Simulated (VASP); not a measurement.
# Hf8C in VASP: further runs

Runs on Hf8C. Level: PBE. Tasks: single point.

All numbers are computed with VASP 6.6.1; they aren't measurements. Logs are shortened: lines on timing, memory, paths and dates and some standing lists are left out, and cuts for length are marked.

## 1. The cell of the first run

The cell holds a slab with vacuum, 9 atoms: a = 6.410 Å, b = 5.068 Å, c = 18.950 Å, α = 90.00°, β = 90.00°, γ = 90.00°.

## 2. Single point, PBE

INCAR reads:

```
SYSTEM = Hf8C
  PREC = Accurate
  ENCUT = 520
  EDIFF = 1E-6
  ISMEAR = 0
  SIGMA = 0.1
  LREAL = .FALSE.
  LASPH = .TRUE.
  NELM = 100
  ALGO = Normal
  ISIF = 2
  LWAVE = .FALSE.
  LCHARG = .FALSE.
  LDIPOL = .TRUE.
  IDIPOL = 3
  DIPOL = 0.5 0.5 0.316
  GGA = PE
  NBANDS = 52
```

KPOINTS reads:

```
Automatic mesh
0
G
  4 5 1
  0 0 0
```

POSCAR reads:

```
Hf8C
1.0
    6.4096340743      0.0000000000      0.0000000000
    0.0000000000      5.0676933206      0.0000000000
    0.0000000000      0.0000000000     18.9500687204
Hf C
8 1
Direct
    0.0000000000      0.7500000000      0.2110810287
    0.5000000000      0.7500000000      0.2110810287
    0.2500000000      0.2500000000      0.2599014843
    0.7500000000      0.2500000000      0.2599014843
    0.2500000000      0.7500000000      0.3455348617
    0.7500000000      0.7500000000      0.3455348617
    0.0000000000      0.2500000000      0.3931420424
    0.5000000000      0.2500000000      0.3931420424
    0.0625000000      0.7500000000      0.4262743456
```

Potentials or basis: VASP PAW PBE potentials, release 64 (Hf_pv, C).

Run with:

```sh
$ cat potpaw_PBE.64/Hf_pv/POTCAR potpaw_PBE.64/C/POTCAR > POTCAR
$ mpirun -np 1 vasp_std > vasp.out
```

OUTCAR:

```text
SYSTEM = Hf8C
   PREC = Accurate
   ENCUT = 520
   EDIFF = 1E-6
   ISMEAR = 0
   LREAL = .FALSE.
   LASPH = .TRUE.
   NELM = 100
   ISIF = 2
   GGA = PE

 ion  position               nearest neighbor table
   1  0.000  0.750  0.211-   5 3.01   6 3.01   3 3.14   4 3.14   3 3.14   4 3.14   2 3.20   2 3.20

   2  0.500  0.750  0.211-   5 3.01   6 3.01   3 3.14   4 3.14   3 3.14   4 3.14   1 3.20   1 3.20

   3  0.250  0.250  0.260-   7 2.99   8 2.99   5 3.01   5 3.01   1 3.14   1 3.14   2 3.14   2 3.14
                             4 3.20   4 3.20
   4  0.750  0.250  0.260-   7 2.99   8 2.99   6 3.01   6 3.01   1 3.14   1 3.14   2 3.14   2 3.14
                             3 3.20   3 3.20
   5  0.250  0.750  0.346-   9 1.95   3 3.01   3 3.01   2 3.01   1 3.01   7 3.13   8 3.13   7 3.13
                             8 3.13   6 3.20   6 3.20
   6  0.750  0.750  0.346-   9 2.52   4 3.01   4 3.01   2 3.01   1 3.01   7 3.13   8 3.13   7 3.13
                             8 3.13   5 3.20   5 3.20
   7  0.000  0.250  0.393-   9 2.64   9 2.64   3 2.99   4 2.99   5 3.13   5 3.13   6 3.13   6 3.13
                             8 3.20   8 3.20
   8  0.500  0.250  0.393-   3 2.99   4 2.99   5 3.13   6 3.13   5 3.13   6 3.13   7 3.20   7 3.20

   9  0.062  0.750  0.426-   5 1.95   6 2.52   7 2.64   7 2.64

  LATTYP: Found a simple orthorhombic cell.
 ALAT       =     5.0676933206
 B/A-ratio  =     1.2648030709
 C/A-ratio  =     3.7393874336

  Lattice vectors:

 A1 = (   0.0000000000,  -5.0676933206,   0.0000000000)
 A2 = (   6.4096340743,   0.0000000000,   0.0000000000)
 A3 = (   0.0000000000,   0.0000000000,  18.9500687204)

Analysis of symmetry for initial positions (statically):
=====================================================================
 Subroutine PRICEL returns:
 Original cell was already a primitive cell.

 Routine SETGRP: Setting up the symmetry group for a
 simple orthorhombic supercell.

 Subroutine GETGRP returns: Found  2 space group operations
 (whereof  1 operations were pure point group operations)
 out of a pool of  8 trial point group operations.

The static configuration has the point symmetry C_1 .
 The point group associated with its full space group is C_1h.

Analysis of symmetry for dynamics (positions and initial velocities):
=====================================================================
 Subroutine PRICEL returns:
 Original cell was already a primitive cell.

 Routine SETGRP: Setting up the symmetry group for a
 simple orthorhombic supercell.

 Subroutine GETGRP returns: Found  2 space group operations
 (whereof  1 operations were pure point group operations)
 out of a pool of  8 trial point group operations.

The dynamic configuration has the point symmetry C_1 .
 The point group associated with its full space group is C_1h.

 Subroutine INISYM returns: Found  2 space group operations
 (whereof  1 operations are pure point group operations),
 and found     1 'primitive' translations

----------------------------------------------------------------------------------------

                                     Primitive cell

  volume of cell :     615.5373

  direct lattice vectors                    reciprocal lattice vectors
     6.409634074  0.000000000  0.000000000     0.156015147  0.000000000  0.000000000
     0.000000000  5.067693321  0.000000000     0.000000000  0.197328437  0.000000000
     0.000000000  0.000000000 18.950068720     0.000000000  0.000000000  0.052770257

  length of vectors
     6.409634074  5.067693321 18.950068720     0.156015147  0.197328437  0.052770257

  position of ions in fractional coordinates (direct lattice)
     0.000000000  0.750000000  0.211081029
     0.500000000  0.750000000  0.211081029
     0.250000000  0.250000000  0.259901484
     0.750000000  0.250000000  0.259901484
     0.250000000  0.750000000  0.345534862
     0.750000000  0.750000000  0.345534862
     0.000000000  0.250000000  0.393142042
     0.500000000  0.250000000  0.393142042
     0.062500000  0.750000000  0.426274346

  ion indices of the primitive-cell ions
   primitive index   ion index
                 1           1
                 2           2
                 3           3
                 4           4
                 5           5
                 6           6
                 7           7
                 8           8
                 9           9

----------------------------------------------------------------------------------------

 KPOINTS: Automatic mesh

Automatic generation of k-mesh.
 Grid dimensions read from file:
 generate k-points for:    4    5    1

 Generating k-lattice:

  Cartesian coordinates                     Fractional coordinates (reciprocal lattice)
     0.039003787  0.000000000  0.000000000     0.250000000  0.000000000  0.000000000
     0.000000000  0.039465687  0.000000000     0.000000000  0.200000000  0.000000000
     0.000000000  0.000000000  0.052770257     0.000000000  0.000000000  1.000000000

  Length of vectors
     0.039003787  0.039465687  0.052770257

  Shift w.r.t. Gamma in fractional coordinates (k-lattice)
     0.000000000  0.000000000  0.000000000

 Subroutine IBZKPT returns following result:
 ===========================================

 Found      9 irreducible k-points:

 Following reciprocal coordinates:
            Coordinates               Weight
  0.000000  0.000000  0.000000      1.000000
  0.250000  0.000000  0.000000      2.000000
  0.500000  0.000000  0.000000      1.000000
  0.000000  0.200000  0.000000      2.000000
  0.250000  0.200000  0.000000      4.000000
  0.500000  0.200000  0.000000      2.000000
  0.000000  0.400000  0.000000      2.000000
  0.250000  0.400000  0.000000      4.000000
  0.500000  0.400000  0.000000      2.000000
   k-points           NKPTS =      9   k-points in BZ     NKDIM =      9   number of bands    NBANDS=     52
   number of dos      NEDOS =    301   number of ions     NIONS =      9
   total plane-waves  NPLWV = 276480
   dimension x,y,z NGX =    48 NGY =   40 NGZ =  144
   dimension x,y,z NGXF=    96 NGYF=   80 NGZF=  288
   ions per type =               8   1
   NGX,Y,Z   is equivalent  to a cutoff of  12.45, 13.12, 12.63 a.u.
   NGXF,Y,Z  is equivalent  to a cutoff of  24.90, 26.24, 25.27 a.u.
 SYSTEM =  Hf8C
   PREC   = accura    normal or accurate (medium, high low for compatibility)
   ISTART =      0    job   : 0-new  1-cont  2-samecut
   ICHARG =      2    charge: 1-file 2-atom 10-const
   ISPIN  =      1    spin polarized calculation?
   LNONCOLLINEAR =      F non collinear calculations
   LSORBIT =      F    spin-orbit coupling
   LASPH  =      T    aspherical Exc in radial PAW
   ENCUT  =  520.0 eV  38.22 Ry    6.18 a.u.  11.92  9.42 35.23*2*pi/ulx,y,z
   NELM   =    100;   NELMIN=  2; NELMDL= -5     # of ELM steps
   EDIFF  = 0.1E-05   stopping-criterion for ELM
   LREAL  =      F    real-space projection
   EDIFFG = 0.1E-04   stopping-criterion for IOM
   NSW    =      0    number of steps for IOM
   IBRION =     -1    ionic relax: 0-MD 1-quasi-New 2-CG
   NFREE  =      0    steps in history (QN), initial steepest desc. (CG)
   ISIF   =      2    stress and relaxation
   ISYM   =      2    0-nonsym 1-usesym 2-fastsym
   POTIM  = 0.5000    time-step for ionic-motion
   TEBEG  =    0.0;   TEEND  =   0.0 temperature during run
   PSTRESS=    0.0 pullay stress
   NELECT =      84.0000    total number of electrons
   NUPDOWN=      -1.0000    fix difference up-down
   EMIN   =  10.00;   EMAX   =-10.00  energy-range for DOS
   EFERMI =   0.00;   METHOD = LEGACY
   ISMEAR =     0;   SIGMA  =   0.10  broadening in eV -4-tet -1-fermi 0-gaus
   EFERMI_NEDOS =   21; number of points for ismear=-14 and -15
   IALGO  =     38    algorithm
   IMIX   =      4    mixing-type and parameters
     AMIX     =   0.40;   BMIX     =  1.00
     AMIX_MAG =   1.60;   BMIX_MAG =  1.00
  volume/ion in A,a.u.               =      68.39       461.54
  Fermi-wavevector in a.u.,A,eV,Ry     =   0.842849  1.592754  9.665505  0.710395
  Thomas-Fermi vector in A             =   1.957622
   LORBIT       =      0    0 simple, 1 ext, 2 COOP (PROOUT), +10 PAW based schemes
   GGA     = PE    functional components
   LHFCALC =     F    Hartree Fock is set to
   AEXX    =    0.0000 exact exchange contribution
   IVDW    =     0    specifies the selected vdW correction
   LEPSILON=     F    determine dielectric tensor
   LRPA    =     F    only Hartree local field effects (RPA)
 non-spin polarized calculation
 Gauss-broadening in eV      SIGMA  =   0.10
  energy-cutoff  :      520.00
  volume of cell :      615.54
 maximum number of plane-waves:     16672
 NGX is ok and might be reduce to    48
   NGX = 23   NGY = 19   NGZ = 71

 dipolmoment           0.000000      0.000000     -0.057339 electrons x Angstroem

 number of electron      84.0000000 magnetization

 dipolmoment           0.000000      0.000000      0.061196 electrons x Angstroem

 Free energy of the ion-electron system (eV)
  ---------------------------------------------------
  ext. energy  EPLUGINS =         0.00000000
  ---------------------------------------------------
  free energy    TOTEN  =       -80.26873591 eV

  energy without entropy =      -80.20284143  energy(sigma->0) =      -80.23578867

 E-fermi :  -1.1966     XC(G=0):  -4.4099

 val. band max:       -1.2043064423   @ k =   0.5000   0.2000   0.0000
 cond. band min:      -1.1814194176   @ k =   0.0000   0.4000   0.0000
 fundamental gap:      0.0228870246
 Fermi energy:        -1.1966094607

 k-point     1 :       0.0000    0.0000    0.0000
  band No.  band energies     occupation
      1     -32.5780      2.00000
      2     -32.4583      2.00000
      3     -32.4468      2.00000
      4     -32.3867      2.00000
      5     -32.3845      2.00000
      6     -32.3789      2.00000
[... 44 lines left out ...]
     51       0.0300      0.00000
     52       0.2979      0.00000

 k-point     2 :       0.2500    0.0000    0.0000
  band No.  band energies     occupation
      1     -32.5737      2.00000
      2     -32.4525      2.00000
      3     -32.4408      2.00000
      4     -32.3944      2.00000
      5     -32.3630      2.00000
      6     -32.3247      2.00000
[... 44 lines left out ...]
     51      -0.0158      0.00000
     52       0.1923      0.00000

 k-point     3 :       0.5000    0.0000    0.0000
  band No.  band energies     occupation
      1     -32.5693      2.00000
      2     -32.4467      2.00000
      3     -32.4317      2.00000
      4     -32.4049      2.00000
      5     -32.3223      2.00000
      6     -32.2992      2.00000
[... 44 lines left out ...]
     51       0.1409      0.00000
     52       0.1600      0.00000

 k-point     4 :       0.0000    0.2000    0.0000
  band No.  band energies     occupation
      1     -32.5830      2.00000
      2     -32.4702      2.00000
      3     -32.4500      2.00000
      4     -32.4035      2.00000
      5     -32.3868      2.00000
      6     -32.3375      2.00000
[... 44 lines left out ...]
     51       0.3243      0.00000
     52       0.3348      0.00000

 k-point     5 :       0.2500    0.2000    0.0000
  band No.  band energies     occupation
      1     -32.5775      2.00000
      2     -32.4603      2.00000
      3     -32.4443      2.00000
      4     -32.4053      2.00000
      5     -32.3424      2.00000
      6     -32.3218      2.00000
[... 44 lines left out ...]
     51       0.0334      0.00000
     52       0.2764      0.00000

 k-point     6 :       0.5000    0.2000    0.0000
  band No.  band energies     occupation
      1     -32.5719      2.00000
      2     -32.4459      2.00000
      3     -32.4389      2.00000
      4     -32.4174      2.00000
      5     -32.3037      2.00000
      6     -32.2931      2.00000
[... 44 lines left out ...]
     51      -0.1281      0.00000
     52       0.1040      0.00000

 k-point     7 :       0.0000    0.4000    0.0000
  band No.  band energies     occupation
      1     -32.5904      2.00000
      2     -32.4824      2.00000
      3     -32.4453      2.00000
      4     -32.4212      2.00000
      5     -32.4060      2.00000
      6     -32.3524      2.00000
[... 44 lines left out ...]
     51       0.2209      0.00000
     52       0.3734      0.00000

 k-point     8 :       0.2500    0.4000    0.0000
  band No.  band energies     occupation
      1     -32.5834      2.00000
      2     -32.4708      2.00000
      3     -32.4409      2.00000
      4     -32.4201      2.00000
      5     -32.3628      2.00000
      6     -32.3011      2.00000
[... 44 lines left out ...]
     51       0.1128      0.00000
     52       0.2298      0.00000

 k-point     9 :       0.5000    0.4000    0.0000
  band No.  band energies     occupation
      1     -32.5761      2.00000
      2     -32.4492      2.00000
      3     -32.4415      2.00000
      4     -32.4336      2.00000
      5     -32.2911      2.00000
      6     -32.2860      2.00000
[... 44 lines left out ...]
     51      -0.2519      0.00000
     52      -0.2185      0.00000

------------------------ aborting loop because EDIFF is reached ----------------------------------------

 vacuum level on the upper side and lower side of the slab       (xc-potential included)         0.020        -0.336

  FORCE on cell =-STRESS in cart. coord.  units (eV):
  Direction    XX          YY          ZZ          XY          YZ          ZX
  --------------------------------------------------------------------------------------
  -------------------------------------------------------------------------------------
  Total       -3.5185777     -5.5896741      3.0578619      0.0000000      0.0000000     -4.0926639
  in kB       -9.1584794    -14.5493209      7.9592857      0.0000000      0.0000000    -10.6527640
  external PRESSURE =      -5.2495048 kB  Pullay stress =       0.0000000 kB

 VOLUME and BASIS-vectors are now :
 -----------------------------------------------------------------------------
  energy-cutoff  :      520.00
  volume of cell :      615.54
      direct lattice vectors                 reciprocal lattice vectors
     6.409634074  0.000000000  0.000000000     0.156015147  0.000000000  0.000000000
     0.000000000  5.067693321  0.000000000     0.000000000  0.197328437  0.000000000
     0.000000000  0.000000000 18.950068720     0.000000000  0.000000000  0.052770257

 POSITION                                       TOTAL-FORCE (eV/Angst)
 -----------------------------------------------------------------------------------
      0.00000      3.80077      4.00000        -0.081646      0.000000     -0.104991
      3.20482      3.80077      4.00000        -0.040427      0.000000     -0.422404
      1.60241      1.26692      4.92515         0.108047      0.000000     -0.290074
      4.80723      1.26692      4.92515        -0.247567      0.000000     -0.098956
      1.60241      3.80077      6.54791         2.178460      0.000000     -1.251147
      4.80723      3.80077      6.54791         0.896855      0.000000      0.968681
      0.00000      1.26692      7.45007         0.174179      0.000000      1.160021
      3.20482      1.26692      7.45007         0.343166      0.000000     -0.022284
      0.40060      3.80077      8.07793        -3.331066      0.000000      0.061155
 -----------------------------------------------------------------------------------
    total drift:                                0.000087      0.000000     -0.000662

  FREE ENERGIE OF THE ION-ELECTRON SYSTEM (eV)
  ---------------------------------------------------
  free  energy   TOTEN  =       -80.2687359128 eV

  energy  without entropy=      -80.2028414253  energy(sigma->0) =      -80.23578867

 vacuum level on the upper side and lower side of the slab         2.853         2.476
```

Run time: 8.7 min. Hardware: 1 thread of AMD EPYC 9R45 (Zen 5), shared host; peak memory 0.66 GiB.

What came out:

- Free energy: -80.2687 eV
- Largest force: 3.332 eV/Å
- Band gap on the k mesh: zero (bands 42 and 43 overlap by 0.43 eV)

Forces in eV/Å, atoms in the order of the input:
```
Hf  -0.082  0.000 -0.105
Hf  -0.040  0.000 -0.422
Hf   0.108  0.000 -0.290
Hf  -0.248  0.000 -0.099
Hf   2.178  0.000 -1.251
Hf   0.897  0.000  0.969
Hf   0.174  0.000  1.160
Hf   0.343  0.000 -0.022
C   -3.331  0.000  0.061
```

Caveat: spin-orbit coupling is left out, which moves the levels of the heavy elements.

(Continued in part 2 of 2.)

The gap in the log of VASP goes by the Fermi energy; the results here count the filled bands.